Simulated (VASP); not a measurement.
# MgO (km) (Fm-3m) in VASP: single point with PBEsol

Aim: the single point of MgO (km) with PBEsol.

Everything below comes from runs of VASP 6.6.1. Logs are shortened: lines on timing, memory, paths and dates and some standing lists are left out, and cuts for length are marked.

## Step 1: The cell of the first run

It takes space group Fm-3m (No. 225, cubic). Conventional cell: a = 4.215 Å, b = 4.215 Å, c = 4.215 Å, α = 90.00°, β = 90.00°, γ = 90.00°. Within 2.8 Å of Mg (site symmetry m-3m) lie 6 O at 2.11 Å. O (site symmetry m-3m) has 6 Mg at 2.11 Å within 2.8 Å.

## Step 2: Single point, PBEsol

INCAR reads:

```
SYSTEM = MgO
  PREC = Accurate
  ENCUT = 600
  EDIFF = 1E-6
  ISMEAR = 0
  SIGMA = 0.02
  LREAL = .FALSE.
  LASPH = .TRUE.
  NELM = 120
  ALGO = Normal
  ISIF = 2
  LWAVE = .FALSE.
  LCHARG = .FALSE.
  GGA = PS
  NBANDS = 11
  GGA_COMPAT = .FALSE.
```

KPOINTS reads:

```
Automatic mesh
0
G
  6 6 6
  0 0 0
```

POSCAR reads:

```
MgO
1.0
    0.0000000000      2.1074622215      2.1074622215
    2.1074622215      0.0000000000      2.1074622215
    2.1074622215      2.1074622215      0.0000000000
Mg O
1 1
Direct
    0.0000000000      0.0000000000      0.0000000000
    0.5000000000      0.5000000000      0.5000000000
```

Potentials or basis: VASP PAW PBE potentials, release 64 (Mg, O).

Run with:

```console
cat potpaw_PBE.64/Mg/POTCAR potpaw_PBE.64/O/POTCAR > POTCAR
mpirun -np 1 vasp_std > vasp.out
```

OUTCAR:

```text
SYSTEM = MgO
   PREC = Accurate
   ENCUT = 600
   EDIFF = 1E-6
   ISMEAR = 0
   LREAL = .FALSE.
   LASPH = .TRUE.
   NELM = 120
   ISIF = 2
   GGA = PS

 ion  position               nearest neighbor table
   1  0.000  0.000  0.000-   2 2.11   2 2.11   2 2.11   2 2.11   2 2.11   2 2.11
   2  0.500  0.500  0.500-   1 2.11   1 2.11   1 2.11   1 2.11   1 2.11   1 2.11

  LATTYP: Found a face centered cubic cell.
 ALAT       =     4.2149244430

  Lattice vectors:

 A1 = (   0.0000000000,   2.1074622215,   2.1074622215)
 A2 = (   2.1074622215,   0.0000000000,   2.1074622215)
 A3 = (   2.1074622215,   2.1074622215,   0.0000000000)

Analysis of symmetry for initial positions (statically):
=====================================================================
 Subroutine PRICEL returns:
 Original cell was already a primitive cell.

 Routine SETGRP: Setting up the symmetry group for a
 face centered cubic supercell.

 Subroutine GETGRP returns: Found 48 space group operations
 (whereof 48 operations were pure point group operations)
 out of a pool of 48 trial point group operations.

The static configuration has the point symmetry O_h .

Analysis of symmetry for dynamics (positions and initial velocities):
=====================================================================
 Subroutine PRICEL returns:
 Original cell was already a primitive cell.

 Routine SETGRP: Setting up the symmetry group for a
 face centered cubic supercell.

 Subroutine GETGRP returns: Found 48 space group operations
 (whereof 48 operations were pure point group operations)
 out of a pool of 48 trial point group operations.

The dynamic configuration has the point symmetry O_h .

 Subroutine INISYM returns: Found 48 space group operations
 (whereof 48 operations are pure point group operations),
 and found     1 'primitive' translations

----------------------------------------------------------------------------------------

                                     Primitive cell

  volume of cell :      18.7202

  direct lattice vectors                    reciprocal lattice vectors
     0.000000000  2.107462222  2.107462222    -0.237252177  0.237252177  0.237252177
     2.107462222  0.000000000  2.107462222     0.237252177 -0.237252177  0.237252177
     2.107462222  2.107462222  0.000000000     0.237252177  0.237252177 -0.237252177

  length of vectors
     2.980401656  2.980401656  2.980401656     0.410932825  0.410932825  0.410932825

  position of ions in fractional coordinates (direct lattice)
     0.000000000  0.000000000  0.000000000
     0.500000000  0.500000000  0.500000000

  ion indices of the primitive-cell ions
   primitive index   ion index
                 1           1
                 2           2

----------------------------------------------------------------------------------------

 KPOINTS: Automatic mesh

Automatic generation of k-mesh.
 Grid dimensions read from file:
 generate k-points for:    6    6    6

 Generating k-lattice:

  Cartesian coordinates                     Fractional coordinates (reciprocal lattice)
    -0.039542030  0.039542030  0.039542030     0.166666667  0.000000000  0.000000000
     0.039542030 -0.039542030  0.039542030     0.000000000  0.166666667  0.000000000
     0.039542030  0.039542030 -0.039542030     0.000000000  0.000000000  0.166666667

  Length of vectors
     0.068488804  0.068488804  0.068488804

  Shift w.r.t. Gamma in fractional coordinates (k-lattice)
     0.000000000  0.000000000  0.000000000

 Subroutine IBZKPT returns following result:
 ===========================================

 Found     16 irreducible k-points:

 Following reciprocal coordinates:
            Coordinates               Weight
  0.000000  0.000000  0.000000      1.000000
  0.166667  0.000000  0.000000      8.000000
  0.333333  0.000000  0.000000      8.000000
  0.500000  0.000000  0.000000      4.000000
  0.166667  0.166667  0.000000      6.000000
  0.333333  0.166667  0.000000     24.000000
[... 8 lines left out ...]
 -0.333333  0.333333  0.166667     24.000000
 -0.333333  0.500000  0.166667     12.000000
   k-points           NKPTS =     16   k-points in BZ     NKDIM =     16   number of bands    NBANDS=     11
   number of dos      NEDOS =    301   number of ions     NIONS =      2
   total plane-waves  NPLWV =  13824
   dimension x,y,z NGX =    24 NGY =   24 NGZ =   24
   dimension x,y,z NGXF=    48 NGYF=   48 NGZF=   48
   ions per type =               1   1
   NGX,Y,Z   is equivalent  to a cutoff of  13.39, 13.39, 13.39 a.u.
   NGXF,Y,Z  is equivalent  to a cutoff of  26.77, 26.77, 26.77 a.u.
 SYSTEM =  MgO
   PREC   = accura    normal or accurate (medium, high low for compatibility)
   ISTART =      0    job   : 0-new  1-cont  2-samecut
   ICHARG =      2    charge: 1-file 2-atom 10-const
   ISPIN  =      1    spin polarized calculation?
   LNONCOLLINEAR =      F non collinear calculations
   LSORBIT =      F    spin-orbit coupling
   LASPH  =      T    aspherical Exc in radial PAW
   ENCUT  =  600.0 eV  44.10 Ry    6.64 a.u.   5.95  5.95  5.95*2*pi/ulx,y,z
   NELM   =    120;   NELMIN=  2; NELMDL= -5     # of ELM steps
   EDIFF  = 0.1E-05   stopping-criterion for ELM
   LREAL  =      F    real-space projection
   EDIFFG = 0.1E-04   stopping-criterion for IOM
   NSW    =      0    number of steps for IOM
   IBRION =     -1    ionic relax: 0-MD 1-quasi-New 2-CG
   NFREE  =      0    steps in history (QN), initial steepest desc. (CG)
   ISIF   =      2    stress and relaxation
   ISYM   =      2    0-nonsym 1-usesym 2-fastsym
   POTIM  = 0.5000    time-step for ionic-motion
   TEBEG  =    0.0;   TEEND  =   0.0 temperature during run
   PSTRESS=    0.0 pullay stress
   NELECT =       8.0000    total number of electrons
   NUPDOWN=      -1.0000    fix difference up-down
   EMIN   =  10.00;   EMAX   =-10.00  energy-range for DOS
   EFERMI =   0.00;   METHOD = LEGACY
   ISMEAR =     0;   SIGMA  =   0.02  broadening in eV -4-tet -1-fermi 0-gaus
   EFERMI_NEDOS =   21; number of points for ismear=-14 and -15
   IALGO  =     38    algorithm
   IMIX   =      4    mixing-type and parameters
     AMIX     =   0.40;   BMIX     =  1.00
     AMIX_MAG =   1.60;   BMIX_MAG =  1.00
  volume/ion in A,a.u.               =       9.36        63.16
  Fermi-wavevector in a.u.,A,eV,Ry     =   1.233110  2.330239 20.688467  1.520559
  Thomas-Fermi vector in A             =   2.367853
   LORBIT       =      0    0 simple, 1 ext, 2 COOP (PROOUT), +10 PAW based schemes
   GGA     = PS    functional components
   LHFCALC =     F    Hartree Fock is set to
   AEXX    =    0.0000 exact exchange contribution
   IVDW    =     0    specifies the selected vdW correction
   LEPSILON=     F    determine dielectric tensor
   LRPA    =     F    only Hartree local field effects (RPA)
 non-spin polarized calculation
 Gauss-broadening in eV      SIGMA  =   0.02
  energy-cutoff  :      600.00
  volume of cell :       18.72
 maximum number of plane-waves:       636
   NGX = 11   NGY = 11   NGZ = 11

 number of electron       8.0000005 magnetization

 Free energy of the ion-electron system (eV)
  ---------------------------------------------------
  ext. energy  EPLUGINS =         0.00000000
  ---------------------------------------------------
  free energy    TOTEN  =       -12.51495285 eV

  energy without entropy =      -12.51495285  energy(sigma->0) =      -12.51495285

 E-fermi :   3.2356     XC(G=0): -11.3000

 val. band max:        3.0510046937   @ k =   0.0000   0.0000   0.0000
 cond. band min:       7.6664881060   @ k =   0.0000   0.0000   0.0000
 fundamental gap:      4.6154834122
 Fermi energy:         3.2356048138

 k-point     1 :       0.0000    0.0000    0.0000
  band No.  band energies     occupation
      1     -14.1436      2.00000
      2       3.0510      2.00000
      3       3.0510      2.00000
      4       3.0510      2.00000
      5       7.6665      0.00000
      6      18.6732      0.00000
      7      18.6732      0.00000
      8      18.6732      0.00000
      9      22.5099      0.00000
     10      24.3915      0.00000
     11      24.3915      0.00000

 k-point     2 :       0.1667    0.0000    0.0000
  band No.  band energies     occupation
      1     -13.8565      2.00000
      2       1.5200      2.00000
      3       2.8744      2.00000
      4       2.8744      2.00000
      5       9.0951      0.00000
      6      16.3326      0.00000
      7      19.2483      0.00000
      8      19.2483      0.00000
      9      23.1058      0.00000
     10      23.1058      0.00000
     11      25.1456      0.00000

 k-point     3 :       0.3333    0.0000    0.0000
  band No.  band energies     occupation
      1     -13.2087      2.00000
      2      -0.6622      2.00000
      3       2.5450      2.00000
      4       2.5450      2.00000
      5      10.5783      0.00000
      6      15.2208      0.00000
      7      19.4692      0.00000
      8      19.4692      0.00000
      9      23.7798      0.00000
     10      23.7798      0.00000
     11      24.3283      0.00000

 k-point     4 :       0.5000    0.0000    0.0000
  band No.  band energies     occupation
      1     -12.8352      2.00000
      2      -1.6205      2.00000
      3       2.3901      2.00000
      4       2.3901      2.00000
      5      10.7839      0.00000
      6      15.5310      0.00000
      7      19.2085      0.00000
      8      19.2085      0.00000
      9      23.7865      0.00000
     10      25.3608      0.00000
     11      25.3608      0.00000
[... 127 lines left out ...]
 k-point    14 :       0.5000    0.3333    0.1667
  band No.  band energies     occupation
      1     -12.8291      2.00000
      2      -0.5314      2.00000
      3       1.1731      2.00000
      4       2.0217      2.00000
      5      12.9319      0.00000
      6      13.9466      0.00000
      7      16.4751      0.00000
      8      20.0873      0.00000
      9      22.3401      0.00000
     10      25.7671      0.00000
     11      30.7349      0.00000

 k-point    15 :      -0.3333    0.3333    0.1667
  band No.  band energies     occupation
      1     -12.6004      2.00000
      2      -0.5821      2.00000
      3       0.5477      2.00000
      4       1.7693      2.00000
      5      13.4634      0.00000
      6      14.8481      0.00000
      7      15.6654      0.00000
      8      19.3950      0.00000
      9      23.6657      0.00000
     10      24.8809      0.00000
     11      30.6475      0.00000

 k-point    16 :      -0.3333    0.5000    0.1667
  band No.  band energies     occupation
      1     -12.5306      2.00000
      2      -0.5561      2.00000
      3       0.7777      2.00000
      4       1.3627      2.00000
      5      13.4240      0.00000
      6      14.3565      0.00000
      7      15.3749      0.00000
      8      19.4018      0.00000
      9      23.0643      0.00000
     10      27.5207      0.00000
     11      29.1275      0.00000

------------------------ aborting loop because EDIFF is reached ----------------------------------------

  FORCE on cell =-STRESS in cart. coord.  units (eV):
  Direction    XX          YY          ZZ          XY          YZ          ZX
  --------------------------------------------------------------------------------------
  -------------------------------------------------------------------------------------
  Total       -0.0952465     -0.0952465     -0.0952465     -0.0000000     -0.0000000      0.0000000
  in kB       -8.1517371     -8.1517371     -8.1517371     -0.0000000     -0.0000000      0.0000000
  external PRESSURE =      -8.1517371 kB  Pullay stress =       0.0000000 kB

 VOLUME and BASIS-vectors are now :
 -----------------------------------------------------------------------------
  energy-cutoff  :      600.00
  volume of cell :       18.72
      direct lattice vectors                 reciprocal lattice vectors
     0.000000000  2.107462222  2.107462222    -0.237252177  0.237252177  0.237252177
     2.107462222  0.000000000  2.107462222     0.237252177 -0.237252177  0.237252177
     2.107462222  2.107462222  0.000000000     0.237252177  0.237252177 -0.237252177

 POSITION                                       TOTAL-FORCE (eV/Angst)
 -----------------------------------------------------------------------------------
      0.00000      0.00000      0.00000         0.000000      0.000000     -0.000000
      2.10746      2.10746      2.10746        -0.000000     -0.000000      0.000000
 -----------------------------------------------------------------------------------
    total drift:                               -0.000000     -0.000000      0.000000

  FREE ENERGIE OF THE ION-ELECTRON SYSTEM (eV)
  ---------------------------------------------------
  free  energy   TOTEN  =       -12.5149528451 eV

  energy  without entropy=      -12.5149528451  energy(sigma->0) =      -12.51495285
```

Run time: 10 s. Hardware: 1 thread of AMD EPYC 7R13, shared host; peak memory 0.11 GiB.

Results:

```
Free energy            : -12.5150 eV
Pressure               : -0.8 GPa
Band gap on the k mesh : 4.62 eV, direct
```

Caveat: the k points lie up to 0.43 Å⁻¹ apart; the PAW data sets were made with another functional, which shifts forces and pressure a little.
